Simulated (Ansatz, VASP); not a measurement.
**BaRe in VASP and in Ansatz**

INCAR

```
SYSTEM = BaRe
PREC = Accurate ; ENCUT = 520
EDIFF = 1E-6 ; ISMEAR = 0
SIGMA = 0.05 ; LREAL = .FALSE.
LASPH = .TRUE. ; NELM = 100
ALGO = Fast ; ISIF = 2
LWAVE = .FALSE. ; LCHARG = .FALSE.
GGA = PE ; NBANDS = 16
```

Contents of KPOINTS:

```
regular mesh
0
G
  8 8 8
  0 0 0
```

Contents of POSCAR:

```
BaRe
1.0
    3.8435337789      0.0000000000      0.0000000000
    0.0000000000      3.8435337789      0.0000000000
    0.0000000000      0.0000000000      3.8435337789
Ba Re
1 1
Direct
    0.0000000000      0.0000000000      0.0000000000
    0.5000000000      0.5000000000      0.5000000000
```

Input for Ansatz:

```yaml
crystal:
  lattice:
    - [3.8435337789, 0.0, 0.0]
    - [0.0, 3.8435337789, 0.0]
    - [0.0, 0.0, 3.8435337789]
  atoms:
    - { symbol: Ba, position: [0.0, 0.0, 0.0] }
    - { symbol: Re, position: [0.5, 0.5, 0.5] }
basis:
  ecutwfc: 420
  ecutrho_ratio: 4
kpoints:
  mp_grid: { grid: [8, 8, 8] }
hamiltonian:
  xc: pbe
scf:
  occupations: { method: gaussian, width: 0.05 }
output:
  forces: true
  stress: true
  eigenvalues: true
```

Alike in both runs: task single point; functional PBE; k mesh 8 × 8 × 8; occupations gaussian, width 0.05 eV; no spin polarisation.

```csv
,VASP,Ansatz
version,VASP 6.6.1,Ansatz 0.2.0
potentials or method,"VASP PAW PBE potentials, release 64 (Ba_sv, Re), cutoff 520 eV","scalar-relativistic, plane waves, PAW"
valence electrons in the cell,17,25
```

Ansatz gave:

| Property | Result |
| --- | --- |
| gap on the k mesh at the Fermi level (eV) | none |
| pressure (GPa) | -3.7 |

Q: What did VASP give for the same quantities?

A: gap on the k mesh at the Fermi level (eV): none; pressure (GPa): -2.6.

A gap of «none» marks a metal or a gap that the smearing closes. VASP's potentials hold 17 valence electrons a cell and Ansatz's 25, so a difference there can come from the potentials and not from the codes.

Spin-orbit coupling is off throughout.
